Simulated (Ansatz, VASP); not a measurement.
## Zr: VASP and Ansatz over several settings

```
Zr
1.0
     3.16602    0.00000    0.00000
    -1.58301    2.74186    0.00000
     0.00000    0.00000    5.04193
Zr
2
Direct
  0.66667 0.33333 0.75000
  0.33333 0.66667 0.25000
```

Single points on this cell with VASP 6.6.1 and Ansatz 0.2.0. Each row is one pair of runs. Alike in all rows: k mesh: 9 × 9 × 5; smearing: fermi-dirac, width 0.05 eV.

| level | spin | VASP's potentials, cutoff | Ansatz's potentials, cutoff | gap on the k mesh at the Fermi level (eV), VASP | gap on the k mesh at the Fermi level (eV), Ansatz | pressure (GPa), VASP | pressure (GPa), Ansatz |
| --- | --- | --- | --- | --- | --- | --- | --- |
| LDA | off | VASP PAW LDA potentials, release 64 (Zr_sv), 520 eV | Ansatz PAW, 420 eV | none | none | -0.2 | -0.3 |
| r2SCAN | off | VASP PAW PBE potentials, release 64 (Zr_sv), 520 eV | Ansatz PAW, 500 eV | none | none | 7.6 | 7.6 |
| RPBE+D4 | off | VASP PAW PBE potentials, release 64 (Zr_sv), 500 eV | Ansatz PAW, 420 eV | none | none | 6.8 | 6.8 |
| PBEsol | non-collinear, zero start, SOC | VASP PAW PBE potentials, release 64 (Zr_sv), 500 eV | Ansatz PAW, 420 eV | - | - | 2.9 | 2.8 |

Pressure (GPa): the two programs differ by at most 0.1.

A gap of «none» marks a metal or a gap that the smearing closes.
